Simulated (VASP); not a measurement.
Crystal: BiPd3.

```
Bi Pd
1.0
     0.00000    3.26309    3.26309
     3.26309    0.00000    3.26309
     3.26309    3.26309    0.00000
Bi Pd
1 3
Direct
  0.50000 0.50000 0.50000
  0.75000 0.75000 0.75000
  0.25000 0.25000 0.25000
  0.00000 0.00000 0.00000
```

```yaml
Program: VASP 6.6.1
Task: relaxation of volume and atoms at fixed shape
Functional: LDA
Potentials_or_basis: VASP PAW LDA potentials, release 64 (Bi_d, Pd)
Cutoff: 600 eV
k_mesh: 6 × 6 × 6
Occupations: fermi-dirac, width 0.05 eV
Spin: no spin polarisation
```

At the start: pressure -7.1 GPa; volume 17.37 Å³/atom.

Q: How do energy, volume and symmetry change on relaxing?

A: Over 3 steps the energy falls by 19.6 meV/atom and the volume is 16.55 Å³/atom (-4.8 %); space group Fm-3m (No. 225, to 0.05 Å).

The path:
```
step  energy change (eV)  largest force (eV/Å)  pressure (GPa)  volume (Å³)
   1              0.0000                0.0000           -7.12        69.49
   2              0.0713                0.0000           12.45        62.02
   3             -0.0783                0.0000           -0.14        66.18
```

Final structure:
```
Bi Pd
1.0
     0.00000    3.21052    3.21052
     3.21052    0.00000    3.21052
     3.21052    3.21052    0.00000
Bi Pd
1 3
Direct
  0.50000 0.50000 0.50000
  0.75000 0.75000 0.75000
  0.25000 0.25000 0.25000
  0.00000 0.00000 0.00000
```
